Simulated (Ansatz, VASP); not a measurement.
**One calculation of C, two programs**

INCAR

```
PREC = Accurate ; ENCUT = 520
EDIFF = 1E-7 ; ISMEAR = -1
SIGMA = 0.05 ; LREAL = F
LASPH = T ; NELM = 60
ALGO = Normal ; ISIF = 2
LWAVE = F ; LCHARG = T
GGA = PE ; LELF = T
LVHAR = T ; NBANDS = 11
```

The input KPOINTS:

```
Automatic mesh
0
Gamma
  18 18 18
```

Contents of POSCAR:

```
C
1.0
    0.0000000000      2.0982532328      3.3027512099
    1.2114033709      0.0000000000      3.3027512099
    1.2114033709      2.0982532328      0.0000000000
C
2
Direct
    0.1666700000      0.8333300000      0.1666700000
    0.8333300000      0.1666700000      0.8333300000
```

Input for Ansatz:

```yaml
crystal:
  lattice:
    - [0.0, 2.0982532328, 3.3027512099]
    - [1.2114033709, 0.0, 3.3027512099]
    - [1.2114033709, 2.0982532328, 0.0]
  atoms:
    - { symbol: C, position: [0.16667, 0.83333, 0.16667] }
    - { symbol: C, position: [0.83333, 0.16667, 0.83333] }
kpoints:
  mp_grid: { grid: [18, 18, 18] }
  band_path:
    path:
      - [0.0, 0.0, 0.0]
      - [0.5, 0.0, 0.5]
      - [1.0, 0.5, 0.5]
      - [0.5, 0.5, 0.0]
      - [0.0, 0.0, 0.0]
      - [0.0, 0.3669630913, 0.3669630913]
      - [1.0, 0.6330369087, 0.6330369087]
      - [1.0, 0.5, 0.5]
      - [0.5, 0.0, 0.5]
    npoints: 5
scf:
  occupations: { method: fermi_dirac, width: 0.05 }
hamiltonian:
  xc: pbe
  pseudopotentials: { kind: all_electron, lapw: { basis_error: 0.00025 } }
output:
  forces: true
  stress: true
  eigenvalues: true
```

Change from the starting cell: volume scaled by 0.96.

Alike in both runs: task single point; functional PBE; k mesh 18 × 18 × 18; occupations fermi-dirac, width 0.05 eV; no spin polarisation.

```csv
,VASP,Ansatz
version,VASP 6.6.1,Ansatz 0.2.0
potentials or method,"VASP PAW PBE potentials, release 64 (C), cutoff 520 eV","all-electron LAPW, scalar-relativistic"
```

|  | VASP | Ansatz | Ansatz less VASP |
| --- | --- | --- | --- |
| pressure (GPa) | 17.8 | 17.3 | -0.56 |
| traceless stress, the component that is largest in VASP (GPa) | -13.30 | -12.65 | +0.651 |

Ansatz ran all-electron here, and VASP with PAW potentials.
